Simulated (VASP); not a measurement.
A run of VASP 6.6.1 is set up as follows.

File INCAR:

```
PREC     = Accurate       # precision mode
ENCUT    = 520            # plane-wave cutoff, eV
EDIFF    = 1E-6           # SCF threshold, eV
ISMEAR   = 0              # smearing method
SIGMA    = 0.01           # smearing width, eV
LREAL    = False          # projectors in reciprocal space
LASPH    = True           # aspherical terms in the spheres
NELM     = 100            # most SCF steps
ALGO     = Normal         # electronic algorithm
ISIF     = 2              # what is computed and relaxed
LWAVE    = False          # write WAVECAR
LCHARG   = False          # write CHGCAR
GGA      = PE             # functional
NBANDS   = 16             # bands
```

KPOINTS

```
regular mesh
0
Gamma
  6 6 6
```

POSCAR

```
CdTe
1.0
    0.0000000000      3.2050000000      3.2050000000
    3.2050000000      0.0000000000      3.2050000000
    3.2050000000      3.2050000000      0.0000000000
Cd Te
1 1
Direct
    0.0000000000      0.0000000000      0.0000000000
    0.2500000000      0.2500000000      0.2500000000
```

Potentials or basis: VASP PAW PBE potentials, release 64 (Cd, Te).

Launch:

```sh
$ cat potpaw_PBE.64/Cd/POTCAR potpaw_PBE.64/Te/POTCAR > POTCAR
$ mpirun -np 1 vasp_std > vasp.out
```

(1) What does it give for the band gap on the k mesh?

(2) Predict the pressure.

## Answers

(1) 0.87 eV, direct.

(2) 4.4 GPa.

Caveat: spin-orbit coupling is left out, which moves the levels of the heavy elements.
